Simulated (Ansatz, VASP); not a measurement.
# One calculation of Ba, two programs

Contents of INCAR:

```
SYSTEM = Ba
PREC = Accurate ; ENCUT = 520
EDIFF = 1E-6 ; ISMEAR = 0
SIGMA = 0.1 ; LREAL = .False.
LASPH = .True. ; NELM = 80
ALGO = Fast ; ISIF = 2
LWAVE = .False. ; LCHARG = .True.
GGA = PE ; LELF = .True.
LVHAR = .True. ; NBANDS = 11
```

KPOINTS

```
Automatic mesh
0
Gamma
  10 10 12
  0 0 0
```

File POSCAR:

```
Ba
1.0
    3.9607334055      0.0000000000      0.0000000000
    0.0000000000      3.9607334055      0.0000000000
    0.0000000000      0.0000000000      3.2459585955
Ba
1
Direct
    0.5000000000      0.5000000000      0.5000000000
```

Input for Ansatz:

```yaml
crystal:
  lattice:
    - [3.9607334055, 0.0, 0.0]
    - [0.0, 3.9607334055, 0.0]
    - [0.0, 0.0, 3.2459585955]
  atoms:
    - { symbol: Ba, position: [0.5, 0.5, 0.5] }
basis:
  ecutwfc: 420
kpoints:
  mp_grid: { grid: [10, 10, 12] }
hamiltonian:
  xc: pbe
scf:
  occupations: { method: gaussian, width: 0.1 }
output:
  forces: true
  stress: true
  eigenvalues: true
```

Alike in both runs: task single point; functional PBE; k mesh 10 × 10 × 12; occupations gaussian, width 0.1 eV; no spin polarisation.

```csv
,VASP,Ansatz
version,VASP 6.6.1,Ansatz 0.2.0
potentials or method,"VASP PAW PBE potentials, release 64 (Ba_sv), cutoff 520 eV","scalar-relativistic, plane waves, PAW"
valence electrons in the cell,10,10
```

Ansatz gave:

| Property | Result |
| --- | --- |
| gap on the k mesh at the Fermi level (eV) | none |
| pressure (GPa) | 2.1 |
| traceless stress, the component that is largest in VASP (GPa) | 6.56 |

**Question.** Which values does VASP return?

**Answer.** gap on the k mesh at the Fermi level (eV): none; pressure (GPa): 2.6; traceless stress, the component that is largest in VASP (GPa): 7.07.

A gap of «none» marks a metal or a gap that the smearing closes.

Spin-orbit coupling is off throughout.
